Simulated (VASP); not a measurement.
La2O3, 5 atoms in the cell. It takes space group P-3m1 (No. 164, trigonal). Conventional cell: a = 3.855 Å, b = 3.855 Å, c = 5.608 Å, α = 90.00°, β = 90.00°, γ = 120.00°. La (site symmetry 3m) has 7 O at 2.31 to 2.59 Å within 3.1 Å. Within 3.1 Å of O (site symmetry 3m) lie 4 La at 2.31 to 2.34 Å and 6 O at 2.82 to 2.95 Å. Within 3.4 Å of O (site symmetry -3m) lie 6 La at 2.59 Å and 6 O at 2.95 Å. 

| Property | Result |
| --- | --- |
| Program | VASP 6.6.1 |
| Task | single point |
| Functional | PBE |
| Potentials or basis | VASP PAW PBE potentials, release 64 (La, O) |
| Cutoff | 520 eV |
| k mesh | 6 × 6 × 4 |
| Occupations | gaussian, width 0.01 eV |
| Spin | no spin polarisation |
| Dipole correction | no |
| Further INCAR settings | ALGO = Normal; EDIFF = 1e-06; NBANDS = 28 |

Potentials or basis: VASP PAW PBE potentials, release 64 (La, O).

Command:

```sh
$ cat potpaw_PBE.64/La/POTCAR potpaw_PBE.64/O/POTCAR > POTCAR
$ mpirun -np 1 vasp_std > vasp.out
```

Hardware: 1 thread of Intel(R) Xeon(R) Platinum 8259CL CPU @ 2.50GHz (Skylake/Cascade Lake) (shared host).

Estimate the wall time of this run.

It took 66 s on 1 thread of Intel(R) Xeon(R) Platinum 8259CL CPU @ 2.50GHz (Skylake/Cascade Lake) (shared host), peak memory 0.21 GiB. Counts: scf iterations 16, k points 24.
